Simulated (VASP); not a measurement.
Ta6Si: single point with PBE

Ta6Si, a slab with vacuum:

```
Ta Si
1.0
     4.69373    0.00000    0.00000
    -2.34686    4.06489    0.00000
     0.00000    0.00000   21.48819
Ta Si
6 1
Direct
  0.66667 0.33333 0.18615
  0.33333 0.66667 0.23074
  0.00000 0.00000 0.27532
  0.66667 0.33333 0.31644
  0.33333 0.66667 0.35531
  0.00000 0.00000 0.39502
  0.44444 0.55556 0.55185
```

- Program: VASP 6.6.1
- Task: single point
- Functional: PBE
- Potentials or basis: VASP PAW PBE potentials, release 64 (Ta_pv, Si)
- Cutoff: 400 eV
- k mesh: 6 × 6 × 1
- Occupations: gaussian, width 0.1 eV
- Spin: collinear spin
- Starting moments: [0.0, 0.0, 0.0, 0.0, 0.0, 0.0, 2.0] μB

```
Largest force                                         : 1.848 eV/Å
Net moment                                            : 0.24 μB per cell
Site moments                                          : Ta -0.03, -0.00, +0.01, -0.01, -0.04 (each value once); Si +0.09 μB
Valence electrons inside the program's atomic spheres : Ta 8.76, 8.95, 8.94, 8.89, 8.99, 8.84; Si 1.45
```

Forces in eV/Å, atoms in the order of the input:
```
Ta   0.040 -0.023  1.815
Ta  -0.008  0.005 -0.256
Ta  -0.055  0.032 -1.847
Ta   0.007 -0.004 -0.146
Ta   0.092 -0.053  0.606
Ta  -0.021  0.012  0.892
Si  -0.054  0.031 -1.064
```

Levels at points of the mesh, in eV from the Fermi level:
Spin up:
| k point | band 32 | band 33 | band 34 | band 35 | band 36 | band 37 | band 38 | band 39 |
| --- | --- | --- | --- | --- | --- | --- | --- | --- |
| (0.00, 0.00, 0.00) | -0.81 | -0.54 | -0.31 | -0.30 | 0.21 | 0.33 | 0.33 | 1.07 |
| (0.50, 0.00, 0.00) | -0.84 | -0.77 | -0.59 | -0.19 | 0.06 | 0.40 | 0.68 | 0.72 |
| (0.50, 0.50, 0.00) | -0.83 | -0.74 | -0.39 | -0.19 | 0.05 | 0.38 | 0.65 | 0.67 |
Spin down:
| k point | band 33 | band 34 | band 35 | band 36 | band 37 | band 38 |
| --- | --- | --- | --- | --- | --- | --- |
| (0.00, 0.00, 0.00) | -0.39 | -0.33 | -0.30 | 0.19 | 0.32 | 0.32 |
| (0.50, 0.00, 0.00) | -0.66 | -0.55 | -0.21 | 0.13 | 0.41 | 0.74 |
| (0.50, 0.50, 0.00) | -0.67 | -0.23 | -0.21 | 0.13 | 0.41 | 0.75 |

It took 32 min on 1 thread of Intel Xeon 8259CL, with other jobs on the host, peak memory 0.62 GiB.

Caveat: spin-orbit coupling is left out, which moves the levels of the heavy elements.
